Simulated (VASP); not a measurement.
# ZnAu (Pm-3m) in VASP: a series of runs

The runs below take ZnAu through single point, with PBE.

Everything below comes from runs of VASP 6.6.1. Logs are shortened: lines on timing, memory, paths and dates and some standing lists are left out, and cuts for length are marked.

**1. The cell of the first run**

The structure is cubic, space group Pm-3m (No. 221). Conventional cell: a = 3.187 Å, b = 3.187 Å, c = 3.187 Å, α = 90.00°, β = 90.00°, γ = 90.00°. Zn (site symmetry m-3m) has 8 Au at 2.76 Å and 6 Zn at 3.19 Å within 3.6 Å. Au (site symmetry m-3m) has 8 Zn at 2.76 Å and 6 Au at 3.19 Å within 3.6 Å.

**2. Single point, PBE**

Input file INCAR:

```
SYSTEM = ZnAu
PREC = Accurate
ENCUT = 520
EDIFF = 1E-7
ISMEAR = 0
SIGMA = 0.1
LREAL = .FALSE.
LASPH = .TRUE.
NELM = 100
ALGO = Normal
ISIF = 2
LWAVE = .FALSE.
LCHARG = .FALSE.
GGA = PE
NBANDS = 18
```

Input file KPOINTS:

```
Automatic mesh
0
G
  14 14 14
  0 0 0
```

Input file POSCAR:

```
ZnAu
1.0
    3.1866980428      0.0000000000      0.0000000000
    0.0000000000      3.1866980428      0.0000000000
    0.0000000000      0.0000000000      3.1866980428
Zn Au
1 1
Direct
    0.5000000000      0.5000000000      0.5000000000
    0.0000000000      0.0000000000      0.0000000000
```

Potentials or basis: VASP PAW PBE potentials, release 64 (Zn, Au).

The run is started by

```bash
cat potpaw_PBE.64/Zn/POTCAR potpaw_PBE.64/Au/POTCAR > POTCAR
mpirun -np 1 vasp_std > vasp.out
```

OUTCAR:

```text
SYSTEM = ZnAu
   PREC = Accurate
   ENCUT = 520
   EDIFF = 1E-7
   ISMEAR = 0
   LREAL = .FALSE.
   LASPH = .TRUE.
   NELM = 100
   ISIF = 2
   GGA = PE

 ion  position               nearest neighbor table
   1  0.500  0.500  0.500-   2 2.76   2 2.76   2 2.76   2 2.76   2 2.76   2 2.76   2 2.76   2 2.76

   2  0.000  0.000  0.000-   1 2.76   1 2.76   1 2.76   1 2.76   1 2.76   1 2.76   1 2.76   1 2.76

  LATTYP: Found a simple cubic cell.
 ALAT       =     3.1866980428

  Lattice vectors:

 A1 = (   3.1866980428,   0.0000000000,   0.0000000000)
 A2 = (   0.0000000000,   3.1866980428,   0.0000000000)
 A3 = (   0.0000000000,   0.0000000000,   3.1866980428)

Analysis of symmetry for initial positions (statically):
=====================================================================
 Subroutine PRICEL returns:
 Original cell was already a primitive cell.

 Routine SETGRP: Setting up the symmetry group for a
 simple cubic supercell.

 Subroutine GETGRP returns: Found 48 space group operations
 (whereof 48 operations were pure point group operations)
 out of a pool of 48 trial point group operations.

The static configuration has the point symmetry O_h .

Analysis of symmetry for dynamics (positions and initial velocities):
=====================================================================
 Subroutine PRICEL returns:
 Original cell was already a primitive cell.

 Routine SETGRP: Setting up the symmetry group for a
 simple cubic supercell.

 Subroutine GETGRP returns: Found 48 space group operations
 (whereof 48 operations were pure point group operations)
 out of a pool of 48 trial point group operations.

The dynamic configuration has the point symmetry O_h .

 Subroutine INISYM returns: Found 48 space group operations
 (whereof 48 operations are pure point group operations),
 and found     1 'primitive' translations

----------------------------------------------------------------------------------------

                                     Primitive cell

  volume of cell :      32.3611

  direct lattice vectors                    reciprocal lattice vectors
     3.186698043  0.000000000  0.000000000     0.313804442  0.000000000  0.000000000
     0.000000000  3.186698043  0.000000000     0.000000000  0.313804442  0.000000000
     0.000000000  0.000000000  3.186698043     0.000000000  0.000000000  0.313804442

  length of vectors
     3.186698043  3.186698043  3.186698043     0.313804442  0.313804442  0.313804442

  position of ions in fractional coordinates (direct lattice)
[... 73 lines left out ...]
   ISPIN  =      1    spin polarized calculation?
   LNONCOLLINEAR =      F non collinear calculations
   LSORBIT =      F    spin-orbit coupling
   LASPH  =      T    aspherical Exc in radial PAW
   ENCUT  =  520.0 eV  38.22 Ry    6.18 a.u.   5.93  5.93  5.93*2*pi/ulx,y,z
   NELM   =    100;   NELMIN=  2; NELMDL= -5     # of ELM steps
   EDIFF  = 0.1E-06   stopping-criterion for ELM
   LREAL  =      F    real-space projection
   EDIFFG = 0.1E-05   stopping-criterion for IOM
   NSW    =      0    number of steps for IOM
   IBRION =     -1    ionic relax: 0-MD 1-quasi-New 2-CG
   NFREE  =      0    steps in history (QN), initial steepest desc. (CG)
   ISIF   =      2    stress and relaxation
   ISYM   =      2    0-nonsym 1-usesym 2-fastsym
   POTIM  = 0.5000    time-step for ionic-motion
   TEBEG  =    0.0;   TEEND  =   0.0 temperature during run
   PSTRESS=    0.0 pullay stress
   NELECT =      23.0000    total number of electrons
   NUPDOWN=      -1.0000    fix difference up-down
   EMIN   =  10.00;   EMAX   =-10.00  energy-range for DOS
   EFERMI =   0.00;   METHOD = LEGACY
   ISMEAR =     0;   SIGMA  =   0.10  broadening in eV -4-tet -1-fermi 0-gaus
   EFERMI_NEDOS =   21; number of points for ismear=-14 and -15
   IALGO  =     38    algorithm
   IMIX   =      4    mixing-type and parameters
     AMIX     =   0.40;   BMIX     =  1.00
     AMIX_MAG =   1.60;   BMIX_MAG =  1.00
  volume/ion in A,a.u.               =      16.18       109.19
  Fermi-wavevector in a.u.,A,eV,Ry     =   1.460976  2.760845 29.040982  2.134452
  Thomas-Fermi vector in A             =   2.577362
   LORBIT       =      0    0 simple, 1 ext, 2 COOP (PROOUT), +10 PAW based schemes
   GGA     = PE    functional components
   LHFCALC =     F    Hartree Fock is set to
   AEXX    =    0.0000 exact exchange contribution
   IVDW    =     0    specifies the selected vdW correction
   LEPSILON=     F    determine dielectric tensor
   LRPA    =     F    only Hartree local field effects (RPA)
 non-spin polarized calculation
 Gauss-broadening in eV      SIGMA  =   0.10
  energy-cutoff  :      520.00
  volume of cell :       32.36
 maximum number of plane-waves:       912
 NGX is ok and might be reduce to    24
   NGX = 11   NGY = 11   NGZ = 11

 number of electron      23.0000040 magnetization

 Free energy of the ion-electron system (eV)
  ---------------------------------------------------
  ext. energy  EPLUGINS =         0.00000000
  ---------------------------------------------------
  free energy    TOTEN  =        -4.74704222 eV

  energy without entropy =       -4.74341870  energy(sigma->0) =       -4.74523046

 E-fermi :   6.6299     XC(G=0): -12.1646

 val. band max:        6.6134780823   @ k =   0.3571   0.2857   0.0714
 cond. band min:       6.6394764587   @ k =   0.3571   0.3571   0.0714
 fundamental gap:      0.0259983764
 Fermi energy:         6.6298740797

 k-point     1 :       0.0000    0.0000    0.0000
  band No.  band energies     occupation
      1      -3.6319      2.00000
      2      -1.3113      2.00000
      3      -1.3113      2.00000
      4      -0.7041      2.00000
      5      -0.7041      2.00000
      6      -0.7041      2.00000
[... 481 lines left out ...]
      5      -0.6909      2.00000
      6      -0.2828      2.00000
[... 10 lines left out ...]
     17      20.6126      0.00000
     18      21.0702      0.00000

 [... further k-points ...]
[... 5 lines left out ...]
  --------------------------------------------------------------------------------------
  -------------------------------------------------------------------------------------
  Total        0.0204491      0.0204491      0.0204491     -0.0000000      0.0000000     -0.0000000
  in kB        1.0124242      1.0124242      1.0124242     -0.0000000      0.0000000     -0.0000000
  external PRESSURE =       1.0124242 kB  Pullay stress =       0.0000000 kB

 VOLUME and BASIS-vectors are now :
 -----------------------------------------------------------------------------
  energy-cutoff  :      520.00
  volume of cell :       32.36
      direct lattice vectors                 reciprocal lattice vectors
     3.186698043  0.000000000  0.000000000     0.313804442  0.000000000  0.000000000
     0.000000000  3.186698043  0.000000000     0.000000000  0.313804442  0.000000000
     0.000000000  0.000000000  3.186698043     0.000000000  0.000000000  0.313804442

 POSITION                                       TOTAL-FORCE (eV/Angst)
 -----------------------------------------------------------------------------------
      1.59335      1.59335      1.59335         0.000000      0.000000      0.000000
      0.00000      0.00000      0.00000         0.000000      0.000000      0.000000
 -----------------------------------------------------------------------------------
    total drift:                                0.000000      0.000000     -0.000000

  FREE ENERGIE OF THE ION-ELECTRON SYSTEM (eV)
  ---------------------------------------------------
  free  energy   TOTEN  =        -4.7470422178 eV

  energy  without entropy=       -4.7434187030  energy(sigma->0) =       -4.74523046
```

OSZICAR:

```text
N       E                     dE             d eps       ncg     rms          rms(c)
DAV:   1     0.129875731341E+03    0.12988E+03   -0.11525E+04  4456   0.163E+03
DAV:   2     0.190637273750E+00   -0.12969E+03   -0.12334E+03  4424   0.309E+02
DAV:   3    -0.513919687438E+01   -0.53298E+01   -0.52966E+01  4738   0.675E+01
DAV:   4    -0.518570504893E+01   -0.46508E-01   -0.46494E-01  4748   0.567E+00
DAV:   5    -0.518622630331E+01   -0.52125E-03   -0.52125E-03  4588   0.635E-01    0.770E+00
DAV:   6    -0.477839845739E+01    0.40783E+00   -0.12039E+00  4608   0.120E+01    0.499E+00
DAV:   7    -0.475490417453E+01    0.23494E-01   -0.27740E-02  5778   0.338E+00    0.271E+00
DAV:   8    -0.474701937815E+01    0.78848E-02   -0.10004E-02  4472   0.102E+00    0.168E-01
DAV:   9    -0.474703167965E+01   -0.12301E-04   -0.33738E-04  5224   0.258E-01    0.809E-02
DAV:  10    -0.474704151490E+01   -0.98353E-05   -0.45147E-05  4670   0.730E-02    0.174E-02
DAV:  11    -0.474704242274E+01   -0.90784E-06   -0.43968E-06  4562   0.337E-02    0.520E-03
DAV:  12    -0.474704221752E+01    0.20522E-06   -0.15170E-07  2942   0.111E-02    0.452E-04
DAV:  13    -0.474704221779E+01   -0.27785E-09   -0.33439E-08  2342   0.328E-03
   1 F= -.47470422E+01 E0= -.47452305E+01  d E =-.362351E-02
```

It took 32 s on 1 thread of Intel Xeon Platinum 8488C (Sapphire Rapids), shared host; peak memory 0.19 GiB.

What came out:

```
Free energy : -4.7470 eV
Pressure    : 0.1 GPa
```

Caveat: spin-orbit coupling is left out, which moves the levels of the heavy elements.

**3. Single point, PBE (volume scaled by 1.03)**

Input file INCAR:

```
SYSTEM = ZnAu
PREC = Accurate ; ENCUT = 520
EDIFF = 1E-7 ; ISMEAR = 0
SIGMA = 0.1 ; LREAL = .False.
LASPH = .True. ; NELM = 80
ALGO = Normal ; ISIF = 2
LWAVE = .False. ; LCHARG = .False.
GGA = PE ; NBANDS = 18
```

Input file KPOINTS:

```
Automatic mesh
0
Gamma
  14 14 14
  0 0 0
```

Input file POSCAR:

```
ZnAu
1.0
    3.2182503913      0.0000000000      0.0000000000
    0.0000000000      3.2182503913      0.0000000000
    0.0000000000      0.0000000000      3.2182503913
Zn Au
1 1
Direct
    0.5000000000      0.5000000000      0.5000000000
    0.0000000000      0.0000000000      0.0000000000
```

Potentials or basis: VASP PAW PBE potentials, release 64 (Zn, Au).

The run is started by

```bash
cat potpaw_PBE.64/Zn/POTCAR potpaw_PBE.64/Au/POTCAR > POTCAR
mpirun -np 1 vasp_std > vasp.out
```

Wall time 28 s (1 thread of Intel Xeon Platinum 8488C (Sapphire Rapids), shared host); peak memory 0.19 GiB.

It converged, with:

```
Free energy : -4.7381 eV
Pressure    : -3.1 GPa
```

Levels at points of the mesh, in eV from the Fermi level:
```csv
k point,band 9,band 10,band 11,band 12,band 13,band 14,band 15,band 16
"(0.00, 0.00, 0.00)",-3.62,-3.62,-3.62,4.92,4.92,4.92,8.05,11.68
"(0.50, 0.00, 0.00)",-4.63,-4.63,-3.73,-2.35,10.31,10.65,10.65,10.75
"(0.50, 0.50, 0.00)",-3.95,-3.08,-1.69,-1.69,0.63,2.12,10.06,12.44
"(0.50, 0.50, 0.50)",-3.03,-3.03,1.23,3.20,3.71,3.71,3.71,5.59
```

Caveat: spin-orbit coupling is left out, which moves the levels of the heavy elements.

**4. Single point, PBE (volume scaled by 1.06)**

Input file INCAR:

```
PREC = Accurate
ENCUT = 520
EDIFF = 1E-7
ISMEAR = 0
SIGMA = 0.1
LREAL = False
LASPH = True
NELM = 60
ALGO = Normal
ISIF = 2
LWAVE = False
LCHARG = True
GGA = PE
LELF = True
LVHAR = True
NBANDS = 18
```

Input file KPOINTS:

```
regular mesh
0
Gamma
  14 14 14
```

Input file POSCAR:

```
ZnAu
1.0
    3.2491970051      0.0000000000      0.0000000000
    0.0000000000      3.2491970051      0.0000000000
    0.0000000000      0.0000000000      3.2491970051
Zn Au
1 1
Direct
    0.5000000000      0.5000000000      0.5000000000
    0.0000000000      0.0000000000      0.0000000000
```

The run is started by

```bash
cat potpaw_PBE.64/Zn/POTCAR potpaw_PBE.64/Au/POTCAR > POTCAR
mpirun -np 1 vasp_std > vasp.out
```

Run time: 32 s. Hardware: 1 thread of Intel Xeon Platinum 8488C (Sapphire Rapids), shared host; peak memory 0.2 GiB.

Results (log left out):

| Quantity | Value |
| --- | --- |
| Free energy | -4.7117 eV |
| Pressure | -5.7 GPa |

Levels at points of the mesh, in eV from the Fermi level:
| k point | band 10 | band 11 | band 12 | band 13 | band 14 | band 15 |
| --- | --- | --- | --- | --- | --- | --- |
| (0.00, 0.00, 0.00) | -3.56 | -3.56 | 4.88 | 4.88 | 4.88 | 7.72 |
| (0.50, 0.00, 0.00) | -4.51 | -3.66 | -2.33 | 10.26 | 10.42 | 10.42 |
| (0.50, 0.50, 0.00) | -3.04 | -1.57 | -1.57 | 0.55 | 1.97 | 9.91 |
| (0.50, 0.50, 0.50) | -3.00 | 1.15 | 3.04 | 3.69 | 3.69 | 3.69 |

Caveat: spin-orbit coupling is left out, which moves the levels of the heavy elements.

**5. The runs side by side**

| cell | gap on the mesh (eV) | pressure (GPa) |
| --- | --- | --- |
| a = 3.187 Å, 2 atoms | none | 0.1 |
| a = 3.218 Å, 2 atoms | none | -3.1 |
| a = 3.249 Å, 2 atoms | none | -5.7 |

Alike in all rows: task single point; level PBE; potentials or basis VASP PAW PBE potentials, release 64 (Zn, Au); no spin polarisation; k mesh 14 × 14 × 14; cutoff (eV) 520; smearing gaussian 0.1 eV.

Caveats: spin-orbit coupling is left out, which moves the levels of the heavy elements.

Absolute energies hang on the potentials; compare differences alone.
